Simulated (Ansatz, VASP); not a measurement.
# Si2C3 in VASP and in Ansatz

```xyz
5
Lattice="3.0813 0.0000 0.0000 -1.5407 2.6685 0.0000 0.0000 0.0000 9.1011" Properties=species:S:1:pos:R:3 pbc="T T T"
Si    0.0000    0.0000    0.0000
Si    0.0000    1.7790    4.5505
C     1.5407    0.8895    0.7720
C     1.5407    0.8895    8.3291
C     0.0000    0.0000    4.5505
```

Change from the starting cell: species swapped into the Co3Ge2 type (P-6m2, No. 187).

Alike in both runs: functional PBE; k mesh 6 × 6 × 4; occupations gaussian, width 0.1 eV; no spin polarisation.

Ansatz relaxed the structure, and its values are those at the end. VASP's run is a single point on that final structure, the one shown.

```csv
,VASP,Ansatz
version,VASP 6.6.1,Ansatz 0.2.0
potentials or method,"VASP PAW PBE potentials, release 64 (Si, C), cutoff 520 eV","scalar-relativistic, plane waves, PAW"
valence electrons in the cell,20,20
```

|  | VASP | Ansatz | Ansatz less VASP |
| --- | --- | --- | --- |
| gap on the k mesh at the Fermi level (eV) | none | none | - |
| pressure (GPa) | 0.1 | 0.1 | -0.04 |
| rms of the force components (eV/Å) | 0.028 | 0.006 | -0.0228 |

A gap of «none» marks a metal or a gap that the smearing closes.

The k mesh is coarse, so the values compare programs but aren't converged.
